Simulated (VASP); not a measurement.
Input of a VASP 6.6.1 run:

The input POSCAR:

```
ZnS
1.0
    2.6945169102      2.6945169102      0.0000000000
   -2.6945169102      2.6945169102      0.0000000000
    0.0000000000      2.6945169102      2.6945169102
Zn S
1 1
Direct
    0.7500000000      0.2500000000      0.5000000000
    0.0000000000      0.0000000000      0.0000000000
```

The input INCAR.step1:

```
SYSTEM = ZnS
  ALGO = Normal
  EDIFF = 1E-4
  ENCUT = 600
  GGA = PE
  ISMEAR = 0
  LASPH = .True.
  LCHARG = .False.
  LREAL = .False.
  LWAVE = .True.
  NELM = 100
  PREC = Accurate
  SIGMA = 0.01
```

INCAR.step2

```
SYSTEM = ZnS
  ALGO = Normal
  EDIFF = 1E-6
  EDIFFG = -0.002
  ENCUT = 600
  IBRION = 2
  ISIF = 3
  ISMEAR = 0
  ISTART = 1
  LASPH = .True.
  LCHARG = .False.
  LMIXTAU = .True.
  LREAL = .False.
  LWAVE = .False.
  METAGGA = R2SCAN
  NELM = 100
  NSW = 100
  PREC = Accurate
  PSTRESS = 100.0
  SIGMA = 0.01
```

KPOINTS

```
k-points
0
Gamma
  8 8 8
  0 0 0
```

Potentials or basis: VASP PAW PBE potentials, release 64 (Zn, S).

Launch:

```bash
$ cat potpaw_PBE.64/Zn/POTCAR potpaw_PBE.64/S/POTCAR > POTCAR
$ cp INCAR.step1 INCAR
$ mpirun -np 1 vasp_std > vasp.out
$ cp INCAR.step2 INCAR
$ mpirun -np 1 vasp_std > vasp.out
```

Task: Estimate the relaxed volume.

Result: 17.68 Å³/atom.

Task: Estimate the relaxed cell.

Result: a = 3.684 Å, b = 3.684 Å, c = 3.684 Å, α = 60.00°, β = 60.00°, γ = 90.00°.

Task: Predict the space group after relaxing (to 0.1 Å).

Result: F-43m (No. 216).

Step by step:
```csv
step,energy change (eV),largest force (eV/Å),pressure (GPa),volume (Å³)
1,0.0000,0.0000,0.00,39.13
2,0.3672,0.0000,21.43,32.61
3,0.1051,0.0000,9.99,35.36
```

Caveat: the cell is relaxed towards a set pressure, so the run minimises the enthalpy, not the energy; the PAW data sets were made with another functional, which shifts forces and pressure a little.
